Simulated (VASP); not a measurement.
# Zn (P6_3/mmc) in VASP: further runs

Zn is run at these levels: r2SCAN; tasks: single point.

Everything below comes from runs of VASP 6.6.1. Logs are shortened: lines on timing, memory, paths and dates and some standing lists are left out, and cuts for length are marked.

### Step 1. The cell of the first run

It takes space group P6_3/mmc (No. 194, hexagonal). The conventional cell has a = 2.532 Å, b = 2.532 Å, c = 4.171 Å, α = 90.00°, β = 90.00°, γ = 120.00°. Zn (site symmetry -6m2) has 12 Zn at 2.53 to 2.55 Å within 3.3 Å.

### Step 2. Single point, r2SCAN

POSCAR

```
Zn
1.0
    2.5316039253      0.0000000000      0.0000000000
   -1.2658019626      2.1924333117      0.0000000000
    0.0000000000      0.0000000000      4.1706636220
Zn
2
Direct
    0.3333333333      0.6666666667      0.2500000000
    0.6666666667      0.3333333333      0.7500000000
```

INCAR.step1

```
SYSTEM = Zn
ALGO = Normal
EDIFF = 1E-4
ENCUT = 520
GGA = PE
ISMEAR = 0
LASPH = .True.
LCHARG = .False.
LREAL = .False.
LWAVE = .True.
NBANDS = 19
NELM = 80
PREC = Accurate
SIGMA = 0.1
```

INCAR.step2

```
SYSTEM = Zn
ALGO = Normal
EDIFF = 1E-6
ENCUT = 520
ISIF = 2
ISMEAR = 0
ISTART = 1
LASPH = .True.
LCHARG = .False.
LMIXTAU = .True.
LREAL = .False.
LWAVE = .False.
METAGGA = R2SCAN
NBANDS = 19
NELM = 80
PREC = Accurate
SIGMA = 0.1
```

KPOINTS

```
k-points
0
Gamma
  18 18 10
  0 0 0
```

Potentials or basis: VASP PAW PBE potentials, release 64 (Zn).

Started as:

```
cat potpaw_PBE.64/Zn/POTCAR > POTCAR
cp INCAR.step1 INCAR
mpirun -np 1 vasp_std > vasp.out
cp INCAR.step2 INCAR
mpirun -np 1 vasp_std > vasp.out
```

OUTCAR:

```text
SYSTEM = Zn
   EDIFF = 1E-6
   ENCUT = 520
   ISIF = 2
   ISMEAR = 0
   ISTART = 1
   LASPH = .True.
   LREAL = .False.
   METAGGA = R2SCAN
   NELM = 80
   PREC = Accurate

 ion  position               nearest neighbor table
   1  0.333  0.667  0.250-   2 2.55   2 2.55   2 2.55   2 2.55   2 2.55   2 2.55
   2  0.667  0.333  0.750-   1 2.55   1 2.55   1 2.55   1 2.55   1 2.55   1 2.55

  LATTYP: Found a hexagonal cell.
 ALAT       =     2.5316039253
 C/A-ratio  =     1.6474392303

  Lattice vectors:

 A1 = (   2.5316039253,   0.0000000000,   0.0000000000)
 A2 = (  -1.2658019626,   2.1924333117,   0.0000000000)
 A3 = (   0.0000000000,   0.0000000000,   4.1706636220)

Analysis of symmetry for initial positions (statically):
=====================================================================
 Subroutine PRICEL returns:
 Original cell was already a primitive cell.

 Routine SETGRP: Setting up the symmetry group for a
 hexagonal supercell.

 Subroutine GETGRP returns: Found 24 space group operations
 (whereof 12 operations were pure point group operations)
 out of a pool of 24 trial point group operations.

The static configuration has the point symmetry D_3d.
 The point group associated with its full space group is D_6h.

Analysis of symmetry for dynamics (positions and initial velocities):
=====================================================================
 Subroutine PRICEL returns:
 Original cell was already a primitive cell.

 Routine SETGRP: Setting up the symmetry group for a
 hexagonal supercell.

 Subroutine GETGRP returns: Found 24 space group operations
 (whereof 12 operations were pure point group operations)
 out of a pool of 24 trial point group operations.

The dynamic configuration has the point symmetry D_3d.
 The point group associated with its full space group is D_6h.

 Subroutine INISYM returns: Found 24 space group operations
 (whereof 12 operations are pure point group operations),
 and found     1 'primitive' translations

----------------------------------------------------------------------------------------

                                     Primitive cell

  volume of cell :      23.1487

  direct lattice vectors                    reciprocal lattice vectors
     2.531603925  0.000000000  0.000000000     0.395006498  0.228057108  0.000000000
    -1.265801963  2.192433312  0.000000000     0.000000000  0.456114215  0.000000000
     0.000000000  0.000000000  4.170663622     0.000000000  0.000000000  0.239769996

  length of vectors
     2.531603925  2.531603925  4.170663622     0.456114216  0.456114215  0.239769996

  position of ions in fractional coordinates (direct lattice)
     0.333333333  0.666666667  0.250000000
     0.666666667  0.333333333  0.750000000

  ion indices of the primitive-cell ions
   primitive index   ion index
                 1           1
                 2           2

----------------------------------------------------------------------------------------

 KPOINTS: k-points

Automatic generation of k-mesh.
 Grid dimensions read from file:
 generate k-points for:   18   18   10

 Generating k-lattice:

  Cartesian coordinates                     Fractional coordinates (reciprocal lattice)
     0.021944805  0.012669839  0.000000000     0.055555556  0.000000000  0.000000000
     0.000000000  0.025339679  0.000000000     0.000000000  0.055555556  0.000000000
     0.000000000  0.000000000  0.023977000     0.000000000  0.000000000  0.100000000

  Length of vectors
     0.025339679  0.025339679  0.023977000

  Shift w.r.t. Gamma in fractional coordinates (k-lattice)
     0.000000000  0.000000000  0.000000000

 Subroutine IBZKPT returns following result:
 ===========================================

 Found    222 irreducible k-points:

 Following reciprocal coordinates:
            Coordinates               Weight
  0.000000  0.000000  0.000000      1.000000
  0.055556 -0.000000  0.000000      6.000000
  0.111111 -0.000000  0.000000      6.000000
  0.166667 -0.000000  0.000000      6.000000
  0.222222  0.000000  0.000000      6.000000
  0.277778 -0.000000  0.000000      6.000000
[... 16 lines left out ...]
  0.333333  0.111111  0.000000     12.000000
  0.388889  0.111111  0.000000     12.000000
 [... further k-points ...]
   k-points           NKPTS =    222   k-points in BZ     NKDIM =    222   number of bands    NBANDS=     19
   number of dos      NEDOS =    301   number of ions     NIONS =      2
   total plane-waves  NPLWV =  12800
   dimension x,y,z NGX =    20 NGY =   20 NGZ =   32
   dimension x,y,z NGXF=    40 NGYF=   40 NGZF=   64
   ions per type =               2
   NGX,Y,Z   is equivalent  to a cutoff of  13.13, 13.13, 12.76 a.u.
   NGXF,Y,Z  is equivalent  to a cutoff of  26.27, 26.27, 25.51 a.u.
 SYSTEM =  Zn
   PREC   = accura    normal or accurate (medium, high low for compatibility)
   ISTART =      1    job   : 0-new  1-cont  2-samecut
   ICHARG =      0    charge: 1-file 2-atom 10-const
   ISPIN  =      1    spin polarized calculation?
   LNONCOLLINEAR =      F non collinear calculations
   LSORBIT =      F    spin-orbit coupling
   LASPH  =      T    aspherical Exc in radial PAW
   ENCUT  =  520.0 eV  38.22 Ry    6.18 a.u.   4.71  4.71  7.75*2*pi/ulx,y,z
   NELM   =     80;   NELMIN=  2; NELMDL=  0     # of ELM steps
   EDIFF  = 0.1E-05   stopping-criterion for ELM
   LREAL  =      F    real-space projection
   EDIFFG = 0.1E-04   stopping-criterion for IOM
   NSW    =      0    number of steps for IOM
   IBRION =     -1    ionic relax: 0-MD 1-quasi-New 2-CG
   NFREE  =      0    steps in history (QN), initial steepest desc. (CG)
   ISIF   =      2    stress and relaxation
   ISYM   =      2    0-nonsym 1-usesym 2-fastsym
   POTIM  = 0.5000    time-step for ionic-motion
   TEBEG  =    0.0;   TEEND  =   0.0 temperature during run
   PSTRESS=    0.0 pullay stress
   NELECT =      24.0000    total number of electrons
   NUPDOWN=      -1.0000    fix difference up-down
   EMIN   =  10.00;   EMAX   =-10.00  energy-range for DOS
   EFERMI =   0.00;   METHOD = LEGACY
   ISMEAR =     0;   SIGMA  =   0.10  broadening in eV -4-tet -1-fermi 0-gaus
   EFERMI_NEDOS =   21; number of points for ismear=-14 and -15
   IALGO  =     38    algorithm
   IMIX   =      4    mixing-type and parameters
     AMIX     =   0.40;   BMIX     =  1.00
     AMIX_MAG =   1.60;   BMIX_MAG =  1.00
  volume/ion in A,a.u.               =      11.57        78.11
  Fermi-wavevector in a.u.,A,eV,Ry     =   1.656925  3.131134 37.353433  2.745400
  Thomas-Fermi vector in A             =   2.744766
   LORBIT       =      0    0 simple, 1 ext, 2 COOP (PROOUT), +10 PAW based schemes
   METAGGA = R2SCAN    functional components
   LHFCALC =     F    Hartree Fock is set to
   AEXX    =    0.0000 exact exchange contribution
   IVDW    =     0    specifies the selected vdW correction
   LEPSILON=     F    determine dielectric tensor
   LRPA    =     F    only Hartree local field effects (RPA)
 non-spin polarized calculation
 Gauss-broadening in eV      SIGMA  =   0.10
  energy-cutoff  :      520.00
  volume of cell :       23.15
 maximum number of plane-waves:       640
 NGX is ok and might be reduce to    20
   NGX =  9   NGY =  9   NGZ = 15

 number of electron      23.9999988 magnetization

 Free energy of the ion-electron system (eV)
  ---------------------------------------------------
  ext. energy  EPLUGINS =         0.00000000
  ---------------------------------------------------
  free energy    TOTEN  =       -17.38022405 eV

  energy without entropy =      -17.37944055  energy(sigma->0) =      -17.37983230

 E-fermi :   5.5652     XC(G=0): -14.4147

 val. band max:        5.5006456333   @ k =   0.2222   0.2222   0.1000
 cond. band min:       5.6193908239   @ k =   0.2778  -0.0000   0.0000
 fundamental gap:      0.1187451906
 Fermi energy:         5.5651996535

 k-point     1 :       0.0000    0.0000    0.0000
  band No.  band energies     occupation
      1      -8.1687      2.00000
      2      -5.0517      2.00000
      3      -3.7290      2.00000
      4      -3.6422      2.00000
      5      -3.6420      2.00000
      6      -3.4941      2.00000
[... 11 lines left out ...]
     18      26.4742      0.00000
     19      27.6759      0.00000

 k-point     2 :       0.0556   -0.0000    0.0000
  band No.  band energies     occupation
      1      -8.0631      2.00000
      2      -5.0069      2.00000
      3      -3.7595      2.00000
      4      -3.6150      2.00000
      5      -3.6123      2.00000
      6      -3.5059      2.00000
[... 11 lines left out ...]
     18      27.7985      0.00000
     19      28.1327      0.00000

 k-point     3 :       0.1111   -0.0000    0.0000
  band No.  band energies     occupation
      1      -7.7503      2.00000
      2      -4.8838      2.00000
      3      -3.8257      2.00000
      4      -3.5752      2.00000
      5      -3.5257      2.00000
      6      -3.5133      2.00000
[... 11 lines left out ...]
     18      28.2406      0.00000
     19      28.3106      0.00000

 k-point     4 :       0.1667   -0.0000    0.0000
  band No.  band energies     occupation
      1      -7.2438      2.00000
      2      -4.7206      2.00000
      3      -3.8981      2.00000
      4      -3.6086      2.00000
      5      -3.5903      2.00000
      6      -3.4171      2.00000
[... 11 lines left out ...]
     18      25.9478      0.00000
     19      28.6779      0.00000

 k-point     5 :       0.2222    0.0000    0.0000
  band No.  band energies     occupation
      1      -6.5771      2.00000
      2      -4.5920      2.00000
      3      -3.9262      2.00000
      4      -3.8630      2.00000
      5      -3.6419      2.00000
      6      -3.4548      2.00000
[... 11 lines left out ...]
     18      23.6990      0.00000
     19      28.0650      0.00000

 k-point     6 :       0.2778   -0.0000    0.0000
  band No.  band energies     occupation
      1      -5.8358      2.00000
      2      -4.5721      2.00000
      3      -4.1177      2.00000
      4      -3.8484      2.00000
      5      -3.6282      2.00000
      6      -3.5276      2.00000
[... 11 lines left out ...]
     18      22.4434      0.00000
     19      27.0952      0.00000

 k-point     7 :       0.3333   -0.0000    0.0000
  band No.  band energies     occupation
      1      -5.2164      2.00000
      2      -4.6327      2.00000
      3      -4.3243      2.00000
      4      -3.6451      2.00000
      5      -3.5927      2.00000
      6      -3.5604      2.00000
[... 11 lines left out ...]
     18      21.8422      0.00000
     19      26.2717      0.00000

 k-point     8 :       0.3889   -0.0000    0.0000
  band No.  band energies     occupation
      1      -4.9061      2.00000
      2      -4.7045      2.00000
      3      -4.4736      2.00000
      4      -3.6438      2.00000
      5      -3.5004      2.00000
      6      -3.4814      2.00000
[... 256 lines left out ...]
 k-point    20 :       0.1667    0.1111    0.0000
  band No.  band energies     occupation
      1      -6.2984      2.00000
      2      -4.4927      2.00000
      3      -4.0396      2.00000
      4      -3.9237      2.00000
      5      -3.6202      2.00000
      6      -3.5662      2.00000
[... 11 lines left out ...]
     18      24.1931      0.00000
     19      24.7797      0.00000

 k-point    21 :       0.2222    0.1111    0.0000
  band No.  band energies     occupation
      1      -5.5828      2.00000
      2      -4.4620      2.00000
      3      -4.1468      2.00000
      4      -4.0167      2.00000
      5      -3.6327      2.00000
      6      -3.6025      2.00000
[... 11 lines left out ...]
     18      23.3084      0.00000
     19      23.8635      0.00000

 k-point    22 :       0.2778    0.1111    0.0000
  band No.  band energies     occupation
      1      -5.0001      2.00000
      2      -4.5281      2.00000
      3      -4.3285      2.00000
      4      -3.8533      2.00000
      5      -3.6810      2.00000
      6      -3.5381      2.00000
[... 11 lines left out ...]
     18      22.6219      0.00000
     19      23.1049      0.00000

 k-point    23 :       0.3333    0.1111    0.0000
  band No.  band energies     occupation
      1      -4.7321      2.00000
      2      -4.6043      2.00000
      3      -4.4602      2.00000
      4      -3.7085      2.00000
      5      -3.6053      2.00000
      6      -3.4884      2.00000
[... 11 lines left out ...]
     18      22.1302      0.00000
     19      22.5402      0.00000

 k-point    24 :       0.3889    0.1111    0.0000
  band No.  band energies     occupation
      1      -4.6952      2.00000
      2      -4.6219      2.00000
      3      -4.5395      2.00000
      4      -3.7173      2.00000
      5      -3.5458      2.00000
      6      -3.4247      2.00000
[... 11 lines left out ...]
     18      21.8345      0.00000
     19      22.1919      0.00000

 [... further k-points ...]

------------------------ aborting loop because EDIFF is reached ----------------------------------------

  FORCE on cell =-STRESS in cart. coord.  units (eV):
  Direction    XX          YY          ZZ          XY          YZ          ZX
  --------------------------------------------------------------------------------------
  -------------------------------------------------------------------------------------
  Total        4.4987366      4.4987366      4.4837437      0.0000000      0.0000000      0.0000000
  in kB      311.3678976    311.3678976    310.3302019      0.0000000      0.0000000      0.0000000
  external PRESSURE =     311.0219990 kB  Pullay stress =       0.0000000 kB

 VOLUME and BASIS-vectors are now :
 -----------------------------------------------------------------------------
  energy-cutoff  :      520.00
  volume of cell :       23.15
      direct lattice vectors                 reciprocal lattice vectors
     2.531603925  0.000000000  0.000000000     0.395006498  0.228057108  0.000000000
    -1.265801963  2.192433312  0.000000000     0.000000000  0.456114215  0.000000000
     0.000000000  0.000000000  4.170663622     0.000000000  0.000000000  0.239769996

 POSITION                                       TOTAL-FORCE (eV/Angst)
 -----------------------------------------------------------------------------------
     -0.00000      1.46162      1.04267         0.000000     -0.000000      0.000000
      1.26580      0.73081      3.12800        -0.000000      0.000000      0.000000
 -----------------------------------------------------------------------------------
    total drift:                               -0.000000      0.000000      0.000000

  FREE ENERGIE OF THE ION-ELECTRON SYSTEM (eV)
  ---------------------------------------------------
  free  energy   TOTEN  =       -17.3802240504 eV

  energy  without entropy=      -17.3794405514  energy(sigma->0) =      -17.37983230
```

It took 2.3 min on 1 thread of Intel Xeon 6975P-C (Granite Rapids), shared host; peak memory 0.2 GiB.

Results:

```yaml
Free_energy: -17.3802 eV
Pressure: 31.1 GPa
Band_gap_on_the_k_mesh: zero (band 12 reaches 7.15 eV, above the bottom of band 13 at 4.21 eV)
```

Stress tensor (GPa, compression positive):
```
31.14  0.00  0.00
 0.00 31.14  0.00
 0.00  0.00 31.03
```

Levels at points of the mesh, in eV from the Fermi level:
| k point | band 8 | band 9 | band 10 | band 11 | band 12 | band 13 | band 14 | band 15 | band 16 | band 17 |
| --- | --- | --- | --- | --- | --- | --- | --- | --- | --- | --- |
| (0.00, 0.00, 0.00) | -8.82 | -8.82 | -8.25 | -8.25 | -4.91 | -1.35 | 19.13 | 19.13 | 20.00 | 20.91 |
| (0.50, 0.00, 0.00) | -8.16 | -8.15 | -8.08 | -4.75 | -3.37 | 3.93 | 4.37 | 6.67 | 6.90 | 10.25 |
| (0.00, 0.00, 0.50) | -9.24 | -8.43 | -8.43 | -8.43 | -8.43 | 8.58 | 8.58 | 20.85 | 20.85 | 21.26 |
| (0.50, 0.00, 0.50) | -8.28 | -8.11 | -8.11 | -3.53 | -3.53 | 0.15 | 0.15 | 13.18 | 13.18 | 14.75 |

Caveat: the PAW data sets were made with another functional, which shifts forces and pressure a little.

### Step 3. Single point, r2SCAN

This run uses another cell than the first one, of 13.95 Å³/atom, 1.205 times its volume.

POSCAR

```
Zn
1.0
    2.5898554334      0.0000000000      0.0000000000
   -1.2949277167      2.2428805975      0.0000000000
    0.0000000000      0.0000000000      4.8039375943
Zn
2
Direct
    0.3333333333      0.6666666667      0.2500000000
    0.6666666667      0.3333333333      0.7500000000
```

INCAR.step1

```
PREC = Accurate ; ENCUT = 520
ISMEAR = 0 ; SIGMA = 0.1
LREAL = False ; LASPH = True
NELM = 100 ; NBANDS = 19
GGA = PE ; ALGO = Normal
EDIFF = 1E-4 ; LWAVE = True
LCHARG = False
```

INCAR.step2

```
PREC = Accurate ; ENCUT = 520
EDIFF = 1E-6 ; ISMEAR = 0
SIGMA = 0.1 ; LREAL = False
LASPH = True ; NELM = 100
ALGO = Normal ; ISIF = 2
LWAVE = False ; LCHARG = False
METAGGA = R2SCAN ; LMIXTAU = True
NBANDS = 19 ; ISTART = 1
```

KPOINTS

```
Automatic mesh
0
Gamma
  18 18 8
```

Potentials or basis: VASP PAW PBE potentials, release 64 (Zn).

Started as:

```
cat potpaw_PBE.64/Zn/POTCAR > POTCAR
cp INCAR.step1 INCAR
mpirun -np 1 vasp_std > vasp.out
cp INCAR.step2 INCAR
mpirun -np 1 vasp_std > vasp.out
```

Run time: 2.6 min. Hardware: 1 thread of Intel Xeon 6975P-C (Granite Rapids), shared host; peak memory 0.2 GiB.

It converged, with:

| Quantity | Value |
| --- | --- |
| Free energy | -17.7915 eV |
| Pressure | 3.6 GPa |
| Band gap on the k mesh | zero (band 12 reaches 5.33 eV, above the bottom of band 13 at 0.58 eV) |

Stress tensor (GPa, compression positive):
```
3.64 0.00 0.00
0.00 3.64 0.00
0.00 0.00 3.39
```

Levels at points of the mesh, in eV from the Fermi level:
| k point | band 10 | band 11 | band 12 | band 13 | band 14 | band 15 |
| --- | --- | --- | --- | --- | --- | --- |
| (0.00, 0.00, 0.00) | -7.69 | -7.69 | -4.42 | -3.19 | 15.08 | 18.71 |
| (0.50, 0.00, 0.00) | -7.45 | -3.45 | -2.45 | 2.91 | 3.70 | 4.85 |
| (0.00, 0.00, 0.50) | -7.79 | -7.79 | -7.79 | 4.99 | 4.99 | 20.99 |
| (0.50, 0.00, 0.50) | -7.46 | -2.44 | -2.44 | 0.29 | 0.29 | 11.23 |

Caveat: the PAW data sets were made with another functional, which shifts forces and pressure a little.

[end of part 1 of 2]
